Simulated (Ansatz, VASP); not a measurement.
Given: the input of a run of Ansatz 0.2.0 on Ti2BN.

input.yaml

```yaml
crystal:
  lattice:
    - [2.9687779152, 0.0, 0.0]
    - [-1.4843889576, 2.5710370967, 0.0]
    - [0.0, 0.0, 5.7476004127]
  atoms:
    - { symbol: Ti, position: [0.0, 0.0, 0.25656257] }
    - { symbol: Ti, position: [0.0, 0.0, 0.74343743] }
    - { symbol: B, position: [0.0, 0.0, 0.5] }
    - { symbol: "N", position: [0.0, 0.0, 0.0] }
kpoints:
  mp_grid: { grid: [10, 10, 5] }
scf:
  occupations: { method: fermi_dirac, width: 0.05 }
hamiltonian:
  xc: pbe
  pseudopotentials: { kind: all_electron, lapw: { basis_error: 0.001 } }
output:
  forces: true
  stress: true
  eigenvalues: true
```

Potentials or basis: all-electron LAPW, scalar-relativistic.

Command:

```sh
$ ansatz run input.yaml --threads 2 --pin off --max-ram 6144MiB --backend cpu --events-out ev --progress --plain --runs-dir out
```

Problem. Translate it to VASP 6.6.1. Potentials there: VASP PAW PBE potentials, release 64 (Ti_sv, B, N).

Solution. As run (the cutoff follows the program's own potentials):

The input INCAR:

```
SYSTEM = Ti2BN
PREC = Accurate
ENCUT = 520
EDIFF = 1E-6
ISMEAR = -1
SIGMA = 0.05
LREAL = .False.
LASPH = .True.
NELM = 60
ALGO = Normal
ISIF = 2
LWAVE = .False.
LCHARG = .False.
GGA = PE
NBANDS = 24
```

Contents of KPOINTS:

```
Automatic mesh
0
Gamma
  10 10 5
  0 0 0
```

Contents of POSCAR:

```
Ti2BN
1.0
    2.9687779152      0.0000000000      0.0000000000
   -1.4843889576      2.5710370967      0.0000000000
    0.0000000000      0.0000000000      5.7476004127
Ti B N
2 1 1
Direct
    0.0000000000      0.0000000000      0.2565625700
    0.0000000000      0.0000000000      0.7434374300
    0.0000000000      0.0000000000      0.5000000000
    0.0000000000      0.0000000000      0.0000000000
```

Potentials or basis: VASP PAW PBE potentials, release 64 (Ti_sv, B, N).

The run is started by

```console
$ cat potpaw_PBE.64/Ti_sv/POTCAR potpaw_PBE.64/B/POTCAR potpaw_PBE.64/N/POTCAR > POTCAR
$ mpirun -np 1 vasp_std > vasp.out
```

Both were run:

|  | VASP | Ansatz | Ansatz less VASP |
| --- | --- | --- | --- |
| gap on the k mesh at the Fermi level (eV) | none | none | - |
| pressure (GPa) | 129.5 | 128.3 | -1.25 |
| traceless stress, the component that is largest in VASP (GPa) | 225.93 | 222.42 | -3.506 |
| rms of the force components (eV/Å) | 1.513 | 2.107 | +0.5941 |

Atom by atom the forces differ by 0.594 eV/Å (rms over components). A gap of «none» marks a metal or a gap that the smearing closes. Both programs put the cell under a high pressure, so it lies far from rest at this level. Ansatz ran all-electron here, and VASP with PAW potentials.

Noted on VASP's run: the cell as given lies far from equilibrium.
